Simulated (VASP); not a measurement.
# F2 in VASP: single point with LDA

Aim: the single point of F2 with LDA.

Program: VASP 6.6.1. These are calculated values, not measurements. Logs are shortened: lines on timing, memory, paths and dates and some standing lists are left out, and cuts for length are marked.

### Step 1. The cell of the first run

The cell holds a molecule in a box, 2 atoms: a = 9.000 Å, b = 9.500 Å, c = 10.000 Å, α = 90.00°, β = 90.00°, γ = 90.00°.

### Step 2. Single point, LDA

The input, INCAR:

```
SYSTEM = F
ALGO = Normal
EDIFF = 1E-6
ENCUT = 1010
GGA = CA
GGA_COMPAT = .FALSE.
ISIF = 2
ISMEAR = -1
LASPH = .TRUE.
LCHARG = .TRUE.
LELF = .TRUE.
LREAL = .FALSE.
LVHAR = .TRUE.
LWAVE = .FALSE.
NBANDS = 14
NELM = 120
NELMDL = -8
PREC = Accurate
SIGMA = 0.02
```

The input, KPOINTS:

```
k-points
0
G
  1 1 1
  0 0 0
```

The input, POSCAR:

```
F
1.0
    9.0000000000      0.0000000000      0.0000000000
    0.0000000000      9.5000000000      0.0000000000
    0.0000000000      0.0000000000     10.0000000000
F
2
Direct
    0.5000000000      0.5000000000      0.4308123213
    0.5000000000      0.5000000000      0.5691876787
```

Potentials or basis: VASP PAW LDA potentials, release 64 (F_h).

Started as:

```sh
cat potpaw_LDA.64/F_h/POTCAR > POTCAR
mpirun -np 1 vasp_gam > vasp.out
```

OUTCAR:

```text
SYSTEM = F
   EDIFF = 1E-6
   ENCUT = 1010
   GGA = CA
   ISIF = 2
   ISMEAR = -1
   LASPH = .TRUE.
   LREAL = .FALSE.
   NELM = 120
   NELMDL = -8
   PREC = Accurate

 ion  position               nearest neighbor table
   1  0.500  0.500  0.431-   2 1.38
   2  0.500  0.500  0.569-   1 1.38

  LATTYP: Found a simple orthorhombic cell.
 ALAT       =     9.0000000000
 B/A-ratio  =     1.0555555556
 C/A-ratio  =     1.1111111111

  Lattice vectors:

 A1 = (   9.0000000000,   0.0000000000,   0.0000000000)
 A2 = (   0.0000000000,   9.5000000000,   0.0000000000)
 A3 = (   0.0000000000,   0.0000000000,  10.0000000000)

Analysis of symmetry for initial positions (statically):
=====================================================================
 Subroutine PRICEL returns:
 Original cell was already a primitive cell.

 Routine SETGRP: Setting up the symmetry group for a
 simple orthorhombic supercell.

 Subroutine GETGRP returns: Found  8 space group operations
 (whereof  8 operations were pure point group operations)
 out of a pool of  8 trial point group operations.

The static configuration has the point symmetry D_2h.

Analysis of symmetry for dynamics (positions and initial velocities):
=====================================================================
 Subroutine PRICEL returns:
 Original cell was already a primitive cell.

 Routine SETGRP: Setting up the symmetry group for a
 simple orthorhombic supercell.

 Subroutine GETGRP returns: Found  8 space group operations
 (whereof  8 operations were pure point group operations)
 out of a pool of  8 trial point group operations.

The dynamic configuration has the point symmetry D_2h.

 Subroutine INISYM returns: Found  8 space group operations
 (whereof  8 operations are pure point group operations),
 and found     1 'primitive' translations

----------------------------------------------------------------------------------------

                                     Primitive cell

  volume of cell :     855.0000

  direct lattice vectors                    reciprocal lattice vectors
     9.000000000  0.000000000  0.000000000     0.111111111  0.000000000  0.000000000
     0.000000000  9.500000000  0.000000000     0.000000000  0.105263158  0.000000000
     0.000000000  0.000000000 10.000000000     0.000000000  0.000000000  0.100000000

  length of vectors
     9.000000000  9.500000000 10.000000000     0.111111111  0.105263158  0.100000000

  position of ions in fractional coordinates (direct lattice)
     0.500000000  0.500000000  0.430812321
     0.500000000  0.500000000  0.569187679

  ion indices of the primitive-cell ions
   primitive index   ion index
                 1           1
                 2           2

----------------------------------------------------------------------------------------

 KPOINTS: k-points

Automatic generation of k-mesh.
 Grid dimensions read from file:
 generate k-points for:    1    1    1

 Generating k-lattice:

  Cartesian coordinates                     Fractional coordinates (reciprocal lattice)
     0.111111111  0.000000000  0.000000000     1.000000000  0.000000000  0.000000000
     0.000000000  0.105263158  0.000000000     0.000000000  1.000000000  0.000000000
     0.000000000  0.000000000  0.100000000     0.000000000  0.000000000  1.000000000

  Length of vectors
     0.111111111  0.105263158  0.100000000

  Shift w.r.t. Gamma in fractional coordinates (k-lattice)
     0.000000000  0.000000000  0.000000000

 Subroutine IBZKPT returns following result:
 ===========================================

 Found      1 irreducible k-points:

 Following reciprocal coordinates:
            Coordinates               Weight
  0.000000  0.000000  0.000000      1.000000
   k-points           NKPTS =      1   k-points in BZ     NKDIM =      1   number of bands    NBANDS=     14
   number of dos      NEDOS =    301   number of ions     NIONS =      2
   total plane-waves  NPLWV = ******
   dimension x,y,z NGX =    96 NGY =   98 NGZ =  108
   dimension x,y,z NGXF=   192 NGYF=  196 NGZF=  216
   ions per type =               2
   NGX,Y,Z   is equivalent  to a cutoff of  17.73, 17.15, 17.95 a.u.
   NGXF,Y,Z  is equivalent  to a cutoff of  35.47, 34.30, 35.91 a.u.
 SYSTEM =  F
   PREC   = accura    normal or accurate (medium, high low for compatibility)
   ISTART =      0    job   : 0-new  1-cont  2-samecut
   ICHARG =      2    charge: 1-file 2-atom 10-const
   ISPIN  =      1    spin polarized calculation?
   LNONCOLLINEAR =      F non collinear calculations
   LSORBIT =      F    spin-orbit coupling
   LASPH  =      T    aspherical Exc in radial PAW
   ENCUT  = 1010.0 eV  74.23 Ry    8.62 a.u.  23.32 24.62 25.91*2*pi/ulx,y,z
   NELM   =    120;   NELMIN=  2; NELMDL= -8     # of ELM steps
   EDIFF  = 0.1E-05   stopping-criterion for ELM
   LREAL  =      F    real-space projection
   EDIFFG = 0.1E-04   stopping-criterion for IOM
   NSW    =      0    number of steps for IOM
   IBRION =     -1    ionic relax: 0-MD 1-quasi-New 2-CG
   NFREE  =      0    steps in history (QN), initial steepest desc. (CG)
   ISIF   =      2    stress and relaxation
   ISYM   =      2    0-nonsym 1-usesym 2-fastsym
   POTIM  = 0.5000    time-step for ionic-motion
   TEBEG  =    0.0;   TEEND  =   0.0 temperature during run
   PSTRESS=    0.0 pullay stress
   NELECT =      14.0000    total number of electrons
   NUPDOWN=      -1.0000    fix difference up-down
   EMIN   =  10.00;   EMAX   =-10.00  energy-range for DOS
   EFERMI =   0.00;   METHOD = LEGACY
   ISMEAR =    -1;   SIGMA  =   0.02  broadening in eV -4-tet -1-fermi 0-gaus
   EFERMI_NEDOS =   21; number of points for ismear=-14 and -15
   IALGO  =     38    algorithm
   IMIX   =      4    mixing-type and parameters
     AMIX     =   0.40;   BMIX     =  1.00
     AMIX_MAG =   1.60;   BMIX_MAG =  1.00
  volume/ion in A,a.u.               =     427.50      2884.91
  Fermi-wavevector in a.u.,A,eV,Ry     =   0.415715  0.785587  2.351342  0.172819
  Thomas-Fermi vector in A             =   1.374838
   LORBIT       =      0    0 simple, 1 ext, 2 COOP (PROOUT), +10 PAW based schemes
   GGA     = CA    functional components
   LHFCALC =     F    Hartree Fock is set to
   AEXX    =    0.0000 exact exchange contribution
   IVDW    =     0    specifies the selected vdW correction
   LEPSILON=     F    determine dielectric tensor
   LRPA    =     F    only Hartree local field effects (RPA)
 non-spin polarized calculation
  energy-cutoff  :     1010.00
  volume of cell :      855.00
 maximum number of plane-waves:     31153
 NGX is ok and might be reduce to    96
   NGX = 47   NGY = 49   NGZ = 51

 number of electron      13.9999997 magnetization

 Free energy of the ion-electron system (eV)
  ---------------------------------------------------
  ext. energy  EPLUGINS =         0.00000000
  ---------------------------------------------------
  free energy    TOTEN  =        -4.20122634 eV

  energy without entropy =       -4.20122634  energy(sigma->0) =       -4.20122634

 E-fermi :  -8.7999     XC(G=0):  -0.5974

 val. band max:       -9.3285020214   @ k =   0.0000   0.0000   0.0000
 cond. band min:      -5.5375496919   @ k =   0.0000   0.0000   0.0000
 fundamental gap:      3.7909523295
 Fermi energy:        -8.7998640724

 k-point     1 :       0.0000    0.0000    0.0000
  band No.  band energies     occupation
      1     -34.1635      2.00000
      2     -27.1134      2.00000
      3     -15.6873      2.00000
      4     -13.0537      2.00000
      5     -13.0537      2.00000
      6      -9.3285      2.00000
      7      -9.3285      2.00000
      8      -5.5375      0.00000
      9      -0.2330      0.00000
     10       1.2646      0.00000
     11       1.2784      0.00000
     12       1.4340      0.00000
     13       1.5906      0.00000
     14       1.6045      0.00000

------------------------ aborting loop because EDIFF is reached ----------------------------------------

  FORCE on cell =-STRESS in cart. coord.  units (eV):
  Direction    XX          YY          ZZ          XY          YZ          ZX
  --------------------------------------------------------------------------------------
  -------------------------------------------------------------------------------------
  Total       -0.0316186     -0.0292122      0.1618635      0.0000000      0.0000000      0.0000000
  in kB       -0.0592498     -0.0547404      0.3033146      0.0000000      0.0000000      0.0000000
  external PRESSURE =       0.0631081 kB  Pullay stress =       0.0000000 kB

 VOLUME and BASIS-vectors are now :
 -----------------------------------------------------------------------------
  energy-cutoff  :     1010.00
  volume of cell :      855.00
      direct lattice vectors                 reciprocal lattice vectors
     9.000000000  0.000000000  0.000000000     0.111111111  0.000000000  0.000000000
     0.000000000  9.500000000  0.000000000     0.000000000  0.105263158  0.000000000
     0.000000000  0.000000000 10.000000000     0.000000000  0.000000000  0.100000000

 POSITION                                       TOTAL-FORCE (eV/Angst)
 -----------------------------------------------------------------------------------
      4.50000      4.75000      4.30812         0.000000      0.000000     -0.137572
      4.50000      4.75000      5.69188         0.000000      0.000000      0.137572
 -----------------------------------------------------------------------------------
    total drift:                                0.000000      0.000000      0.000000

  FREE ENERGIE OF THE ION-ELECTRON SYSTEM (eV)
  ---------------------------------------------------
  free  energy   TOTEN  =        -4.2012263443 eV

  energy  without entropy=       -4.2012263443  energy(sigma->0) =       -4.20122634
```

It took 2.6 min on 1 thread of Intel Xeon Platinum 8488C (Sapphire Rapids), shared host; peak memory 0.97 GiB.

What came out:

```yaml
Free_energy: -4.2012 eV
Largest_force: 0.138 eV/Å
Gap_between_the_frontier_levels: 3.79 eV
```

Forces on the atoms (eV/Å):
```
F    0.000  0.000 -0.138
F    0.000  0.000  0.138
```
